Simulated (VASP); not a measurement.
Input of a VASP 6.6.1 run:

The input INCAR:

```
SYSTEM = SnSe2
PREC = Accurate
ENCUT = 520
EDIFF = 1E-6
ISMEAR = 0
SIGMA = 0.05
LREAL = .False.
LASPH = .True.
NELM = 60
ALGO = Normal
ISIF = 2
LWAVE = .False.
LCHARG = .False.
GGA = PS
NBANDS = 20
```

The input KPOINTS:

```
regular mesh
0
Gamma
  9 9 6
  0 0 0
```

The input POSCAR:

```
SnSe2
1.0
    3.8632107324      0.0000000000      0.0000000000
   -1.9316053662      3.3456386344      0.0000000000
    0.0000000000      0.0000000000      5.9722357835
Sn Se
1 2
Direct
    0.0000000000      0.0000000000      0.0000000000
    0.3333333333      0.6666666667      0.2500000000
    0.6666666667      0.3333333333      0.7500000000
```

Potentials or basis: VASP PAW PBE potentials, release 64 (Sn_d, Se).

Run with:

```console
$ cat potpaw_PBE.64/Sn_d/POTCAR potpaw_PBE.64/Se/POTCAR > POTCAR
$ mpirun -np 1 vasp_std > vasp.out
```

Q: Predict the band gap on the k mesh.

A: 0.42 eV, indirect (least direct gap 0.53 eV).

Q: What does it give for the largest force?

A: 0.756 eV/Å.

Q: Predict the pressure.

A: 2.3 GPa.

Forces in eV/Å, atoms in the order of the input:
```
Sn   0.000  0.000  0.000
Se   0.000  0.000  0.756
Se   0.000  0.000 -0.756
```

Caveat: the PAW data sets were made with another functional, which shifts forces and pressure a little; spin-orbit coupling is left out, which moves the levels of the heavy elements; this functional lacks dispersion, which binds the layers, so the pressure and a relaxed spacing across them are unreliable. A k mesh can miss the band edges.
